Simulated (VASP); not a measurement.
Here is a VASP 6.6.1 calculation.

File POSCAR:

```
SiF
1.0
    3.1405026418      0.0000000000      0.0000000000
    0.0000000000      3.1405026418      0.0000000000
    0.0000000000      0.0000000000      3.1405026418
Si F
1 1
Direct
    0.5000000000      0.5000000000      0.5000000000
    0.0000000000      0.0000000000      0.0000000000
```

The input INCAR.step1:

```
SYSTEM = SiF
PREC = Accurate
ENCUT = 520
EDIFF = 1E-5
ISMEAR = -1
SIGMA = 0.05
LREAL = .False.
LASPH = .True.
NELM = 60
ALGO = Normal
ISIF = 2
LWAVE = .True.
NBANDS = 12
GGA = PE
```

INCAR.step2

```
SYSTEM = SiF
PREC = Accurate
ENCUT = 520
EDIFF = 1E-7
ISMEAR = -1
SIGMA = 0.05
LREAL = .False.
LASPH = .True.
NELM = 60
ALGO = Normal
ISIF = 2
LWAVE = .False.
LCHARG = .True.
GGA = PE
LHFCALC = .True.
AEXX = 1.0
ALDAC = 0.0
AGGAC = 0.0
PRECFOCK = Normal
LELF = .True.
LVHAR = .True.
NBANDS = 12
ISTART = 1
```

Contents of KPOINTS:

```
Automatic mesh
0
Gamma
  5 5 5
  0 0 0
```

Potentials or basis: VASP PAW PBE potentials, release 64 (Si, F).

Launch:

```bash
$ cat potpaw_PBE.64/Si/POTCAR potpaw_PBE.64/F/POTCAR > POTCAR
$ cp INCAR.step1 INCAR
$ mpirun -np 1 vasp_std > vasp.out
$ cp INCAR.step2 INCAR
$ mpirun -np 1 vasp_std > vasp.out
```

(1) What does it give for the band gap on the k mesh?

(2) Estimate the pressure.

Answers

(1) zero (an odd number of electrons rules out a gap without spin polarisation).

(2) -0.2 GPa.

Caveat: the k points lie up to 0.40 Å⁻¹ apart, too coarse for converged energies and pressures of a metal; the PAW data sets were made with another functional, which shifts forces and pressure a little; an odd number of electrons without spin polarisation forces a metal; a magnetic or distorted state may lie lower.
